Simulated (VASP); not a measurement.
# W (I4/mmm) in VASP: single point with PBEsol

Aim: the single point of W with PBEsol.

Everything below comes from runs of VASP 6.6.1. Logs are shortened: lines on timing, memory, paths and dates and some standing lists are left out, and cuts for length are marked.

### Step 1. The cell of the first run

Symmetry: I4/mmm, No. 139, tetragonal system. The conventional cell has a = 3.274 Å, b = 3.274 Å, c = 3.035 Å, α = 90.00°, β = 90.00°, γ = 90.00°. Within 3.6 Å of W (site symmetry 4/mmm) lie 14 W at 2.77 to 3.27 Å.

### Step 2. Single point, PBEsol (strain +0.025 along x and y, -0.050 along z)

The input, INCAR:

```
ALGO = Fast
EDIFF = 1E-7
ENCUT = 520
GGA = PS
ISIF = 2
ISMEAR = 0
LASPH = T
LCHARG = T
LELF = T
LREAL = F
LVHAR = T
LWAVE = F
NBANDS = 13
NELM = 60
PREC = Accurate
SIGMA = 0.15
```

The input, KPOINTS:

```
k-points
0
Gamma
  20 20 20
```

The input, POSCAR:

```
W
1.0
   -1.6372325000      1.6372325000      1.5174350000
    1.6372325000     -1.6372325000      1.5174350000
    1.6372325000      1.6372325000     -1.5174350000
W
1
Direct
    0.0000000000      0.0000000000      0.0000000000
```

Potentials or basis: VASP PAW PBE potentials, release 64 (W_sv).

The run is started by

```bash
> cat potpaw_PBE.64/W_sv/POTCAR > POTCAR
> mpirun -np 1 vasp_std > vasp.out
```

OUTCAR:

```text
EDIFF = 1E-7
   ENCUT = 520
   GGA = PS
   ISIF = 2
   ISMEAR = 0
   LASPH = T
   LREAL = F
   NELM = 60
   PREC = Accurate

 ion  position               nearest neighbor table
   1  0.000  0.000  0.000-

  LATTYP: Found a body centered tetragonal cell.
 ALAT       =     3.2744650000
 C/A-ratio  =     0.9268292683

  Lattice vectors:

 A1 = (  -1.6372325000,   1.6372325000,   1.5174350000)
 A2 = (   1.6372325000,  -1.6372325000,   1.5174350000)
 A3 = (   1.6372325000,   1.6372325000,  -1.5174350000)

Analysis of symmetry for initial positions (statically):
=====================================================================
 Subroutine PRICEL returns:
 Original cell was already a primitive cell.

 Routine SETGRP: Setting up the symmetry group for a
 body centered tetragonal supercell.

 Subroutine GETGRP returns: Found 16 space group operations
 (whereof 16 operations were pure point group operations)
 out of a pool of 16 trial point group operations.

The static configuration has the point symmetry D_4h.

Analysis of symmetry for dynamics (positions and initial velocities):
=====================================================================
 Subroutine PRICEL returns:
 Original cell was already a primitive cell.

 Routine SETGRP: Setting up the symmetry group for a
 body centered tetragonal supercell.

 Subroutine GETGRP returns: Found 16 space group operations
 (whereof 16 operations were pure point group operations)
 out of a pool of 16 trial point group operations.

The dynamic configuration has the point symmetry D_4h.

 Subroutine INISYM returns: Found 16 space group operations
 (whereof 16 operations are pure point group operations),
 and found     1 'primitive' translations

----------------------------------------------------------------------------------------

                                     Primitive cell

  volume of cell :      16.2701

  direct lattice vectors                    reciprocal lattice vectors
    -1.637232500  1.637232500  1.517435000     0.000000000  0.305393400  0.329503405
     1.637232500 -1.637232500  1.517435000     0.305393400  0.000000000  0.329503405
     1.637232500  1.637232500 -1.517435000     0.305393400  0.305393400  0.000000000

  length of vectors
     2.768333343  2.768333343  2.768333343     0.449263423  0.449263423  0.431891488

  position of ions in fractional coordinates (direct lattice)
     0.000000000  0.000000000  0.000000000

  ion indices of the primitive-cell ions
[... 83 lines left out ...]
   TEBEG  =    0.0;   TEEND  =   0.0 temperature during run
   PSTRESS=    0.0 pullay stress
   NELECT =      14.0000    total number of electrons
   NUPDOWN=      -1.0000    fix difference up-down
   EMIN   =  10.00;   EMAX   =-10.00  energy-range for DOS
   EFERMI =   0.00;   METHOD = LEGACY
   ISMEAR =     0;   SIGMA  =   0.15  broadening in eV -4-tet -1-fermi 0-gaus
   EFERMI_NEDOS =   21; number of points for ismear=-14 and -15
   IALGO  =     68    algorithm
   IMIX   =      4    mixing-type and parameters
     AMIX     =   0.40;   BMIX     =  1.00
     AMIX_MAG =   1.60;   BMIX_MAG =  1.00
  volume/ion in A,a.u.               =      16.27       109.80
  Fermi-wavevector in a.u.,A,eV,Ry     =   1.557115  2.942520 32.988765  2.424606
  Thomas-Fermi vector in A             =   2.660812
   LORBIT       =      0    0 simple, 1 ext, 2 COOP (PROOUT), +10 PAW based schemes
   GGA     = PS    functional components
   LHFCALC =     F    Hartree Fock is set to
   AEXX    =    0.0000 exact exchange contribution
   IVDW    =     0    specifies the selected vdW correction
   LEPSILON=     F    determine dielectric tensor
   LRPA    =     F    only Hartree local field effects (RPA)
 non-spin polarized calculation
 RMM-DIIS sequential band-by-band and
 Gauss-broadening in eV      SIGMA  =   0.15
  energy-cutoff  :      520.00
  volume of cell :       16.27
 maximum number of plane-waves:       452
 NGX is ok and might be reduce to    24
   NGX = 11   NGY = 11   NGZ = 11

 number of electron      14.0000000 magnetization

 Free energy of the ion-electron system (eV)
  ---------------------------------------------------
  ext. energy  EPLUGINS =         0.00000000
  ---------------------------------------------------
  free energy    TOTEN  =       -13.72896209 eV

  energy without entropy =      -13.72361742  energy(sigma->0) =      -13.72628976

 E-fermi :  10.9131     XC(G=0): -13.6128

 val. band max:       10.8912072014   @ k =  -0.0500  -0.4500   0.0500
 cond. band min:      10.9132462141   @ k =  -0.3000   0.3500   0.1500
 fundamental gap:      0.0220390127
 Fermi energy:        10.9131284093

 k-point     1 :       0.0000    0.0000    0.0000
  band No.  band energies     occupation
      1     -63.2765      2.00000
      2     -26.8878      2.00000
      3     -26.8878      2.00000
      4     -26.8376      2.00000
      5       1.3956      2.00000
      6       9.0890      2.00000
      7      10.1125      2.00000
      8      10.1125      2.00000
      9      12.3318      0.00000
     10      13.6888      0.00000
     11      24.9564      0.00000
     12      24.9564      0.00000
     13      26.4559      0.00000
[... 354 lines left out ...]
  band No.  band energies     occupation
      1     -63.1862      2.00000
      2     -27.7368      2.00000
      3     -27.1873      2.00000
      4     -26.9043      2.00000
      5       4.6891      2.00000
      6       7.7329      2.00000
      7       9.3283      2.00000
      8      13.0534      0.00000
      9      13.4370      0.00000
     10      14.1455      0.00000
     11      23.8217      0.00000
     12      26.2142      0.00000
     13      30.5325      0.00000

 [... further k-points ...]

------------------------ aborting loop because EDIFF is reached ----------------------------------------

  FORCE on cell =-STRESS in cart. coord.  units (eV):
  Direction    XX          YY          ZZ          XY          YZ          ZX
  --------------------------------------------------------------------------------------
  -------------------------------------------------------------------------------------
  Total       -1.7659713     -1.7659713      0.6706339      0.0000000      0.0000000     -0.0000000
  in kB     -173.9015334   -173.9015334     66.0397277      0.0000000      0.0000000     -0.0000000
  external PRESSURE =     -93.9211131 kB  Pullay stress =       0.0000000 kB

 VOLUME and BASIS-vectors are now :
 -----------------------------------------------------------------------------
  energy-cutoff  :      520.00
  volume of cell :       16.27
      direct lattice vectors                 reciprocal lattice vectors
    -1.637232500  1.637232500  1.517435000     0.000000000  0.305393400  0.329503405
     1.637232500 -1.637232500  1.517435000     0.305393400  0.000000000  0.329503405
     1.637232500  1.637232500 -1.517435000     0.305393400  0.305393400  0.000000000

 POSITION                                       TOTAL-FORCE (eV/Angst)
 -----------------------------------------------------------------------------------
      0.00000      0.00000      0.00000         0.000000      0.000000      0.000000
 -----------------------------------------------------------------------------------
    total drift:                                0.000000      0.000000      0.000000

  FREE ENERGIE OF THE ION-ELECTRON SYSTEM (eV)
  ---------------------------------------------------
  free  energy   TOTEN  =       -13.7289620933 eV

  energy  without entropy=      -13.7236174233  energy(sigma->0) =      -13.72628976
```

OSZICAR:

```text
N       E                     dE             d eps       ncg     rms          rms(c)
DAV:   1     0.840118249081E+02    0.84012E+02   -0.74445E+03 16759   0.122E+03
DAV:   2    -0.127963595217E+02   -0.96808E+02   -0.92991E+02 18661   0.317E+02
DAV:   3    -0.144387871455E+02   -0.16424E+01   -0.16371E+01 18376   0.399E+01
DAV:   4    -0.144454267230E+02   -0.66396E-02   -0.66391E-02 18426   0.281E+00
DAV:   5    -0.144454828122E+02   -0.56089E-04   -0.56089E-04 18701   0.243E-01    0.206E+01
RMM:   6    -0.138780320984E+02    0.56745E+00   -0.45403E-01 18182   0.614E+00    0.836E+00
RMM:   7    -0.137331135030E+02    0.14492E+00   -0.31501E-01 18330   0.507E+00    0.905E-01
RMM:   8    -0.137291584731E+02    0.39550E-02   -0.11862E-02 20747   0.120E+00    0.257E-01
RMM:   9    -0.137289655478E+02    0.19293E-03   -0.18866E-03 20294   0.515E-01    0.210E-02
RMM:  10    -0.137289693532E+02   -0.38055E-05   -0.26668E-04 21162   0.196E-01    0.120E-02
RMM:  11    -0.137289608964E+02    0.84568E-05   -0.50274E-05 20934   0.842E-02    0.404E-03
RMM:  12    -0.137289620303E+02   -0.11338E-05   -0.95678E-06 21755   0.393E-02    0.225E-03
RMM:  13    -0.137289620645E+02   -0.34219E-07   -0.14155E-06 19358   0.151E-02    0.137E-03
RMM:  14    -0.137289620933E+02   -0.28793E-07   -0.42378E-07 15957   0.746E-03
   1 F= -.13728962E+02 E0= -.13726290E+02  d E =-.534467E-02
```

stdout:

```text
POSCAR found type information on POSCAR W
 POSCAR found :  1 types and       1 ions
 scaLAPACK will be used
 -----------------------------------------------------------------------------
|                                                                             |
|                                                                             |
|     You enforced a specific xc type in the INCAR file but a different       |
|     I HOPE YOU KNOW WHAT YOU ARE DOING!                                     |
|                                                                             |
 -----------------------------------------------------------------------------

 LDA part: xc-table for (Slater+PW92), standard interpolation
 POSCAR, INCAR and KPOINTS ok, starting setup
 FFT: planning ... GRIDC
 FFT: planning ... GRID_SOFT
 FFT: planning ... GRID
 WAVECAR not read
 entering main loop
WARNING in EDDRMM: call to ZHEGV failed, returncode =   8  4     13
WARNING in EDDRMM: call to ZHEGV failed, returncode =   8  4     13
```

Wall time 2.1 min (1 thread of Intel Xeon 8259CL, shared host); peak memory 0.25 GiB.

Results:

| Quantity | Value |
| --- | --- |
| Free energy | -13.7290 eV |
| Pressure | -9.4 GPa |
| Band gap on the k mesh | zero (bands 7 and 8 overlap by 6.11 eV) |

Stress tensor (GPa, compression positive):
```
-17.39   0.00   0.00
  0.00 -17.39   0.00
  0.00   0.00   6.60
```

Levels at points of the mesh, in eV from the Fermi level:
| k point | band 5 | band 6 | band 7 | band 8 | band 9 | band 10 |
| --- | --- | --- | --- | --- | --- | --- |
| (0.00, 0.00, 0.00) | -9.52 | -1.82 | -0.80 | -0.80 | 1.42 | 2.78 |
| (0.50, 0.00, 0.00) | -6.12 | -3.76 | 0.83 | 2.08 | 3.65 | 5.91 |
| (0.50, 0.50, 0.00) | -6.16 | -2.72 | 0.22 | 1.17 | 2.56 | 5.77 |
| (0.50, 0.50, 0.50) | -5.75 | -5.56 | 4.90 | 4.90 | 5.20 | 7.36 |

Caveat: the cell differs from its parent crystal (strain +0.025 along x and y, -0.050 along z); the cell stands under tension; the PAW data sets were made with another functional, which shifts forces and pressure a little; spin-orbit coupling is left out, which moves the levels of the heavy elements.
